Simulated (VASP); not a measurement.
Set up this calculation in VASP 6.6.1, as the native input.

| Property | Result |
| --- | --- |
| Task | single point |
| Functional | PBE |
| Potentials or basis | VASP PAW PBE potentials, release 64 (In_d) |
| Cutoff | 520 eV |
| k mesh | 12 × 12 × 4 |
| Occupations | gaussian, width 0.1 eV |
| Spin | no spin polarisation |
| Dipole correction | no |
| Further INCAR settings | ALGO = Fast; EDIFF = 1e-06; NBANDS = 48 |

The structure of In lies in POSCAR:

```
In
1.0
    3.3957847985      0.0000000000      0.0000000000
   -1.6978923993      2.9408359013      0.0000000000
    0.0000000000      0.0000000000     16.5767957000
In
6
Direct
    0.6666666667      0.3333333333      0.3335080000
    0.3333333333      0.6666666667      0.8339610000
    0.3333333333      0.6666666667      0.1660390000
    0.6666666667      0.3333333333      0.6664920000
    0.0000000000      0.0000000000      0.0000000000
    0.3333333333      0.6666666667      0.5000000000
```

The cell was built from a structure type or drawn by symmetry, and may not be a known phase.

These files were run (other wordings do the same):

INCAR

```
SYSTEM = In
ALGO     = Fast           ! electronic algorithm
EDIFF    = 1E-6           ! SCF threshold, eV
ENCUT    = 520            ! plane-wave cutoff, eV
GGA      = PE             ! functional
ISIF     = 2              ! what is computed and relaxed
ISMEAR   = 0              ! smearing method
LASPH    = .True.         ! aspherical terms in the spheres
LCHARG   = .False.        ! write CHGCAR
LREAL    = .False.        ! projectors in reciprocal space
LWAVE    = .False.        ! write WAVECAR
NBANDS   = 48             ! bands
NELM     = 80             ! most SCF steps
PREC     = Accurate       ! precision mode
SIGMA    = 0.1            ! smearing width, eV
```

KPOINTS

```
k-points
0
Gamma
  12 12 4
  0 0 0
```

Potentials or basis: VASP PAW PBE potentials, release 64 (In_d).

Launch:

```bash
$ cat potpaw_PBE.64/In_d/POTCAR > POTCAR
$ mpirun -np 1 vasp_std > vasp.out
```

Results of the run:

| Property | Result |
| --- | --- |
| Pressure | -0.1 GPa |
| Band gap on the k mesh | zero (bands 39 and 40 overlap by 5.12 eV) |

Caveat: spin-orbit coupling is left out, which moves the levels of the heavy elements.

Run time: 7.4 min on 1 thread of Intel(R) Xeon(R) Platinum 8488C (Sapphire Rapids), on a shared host, peak memory 0.49 GiB.
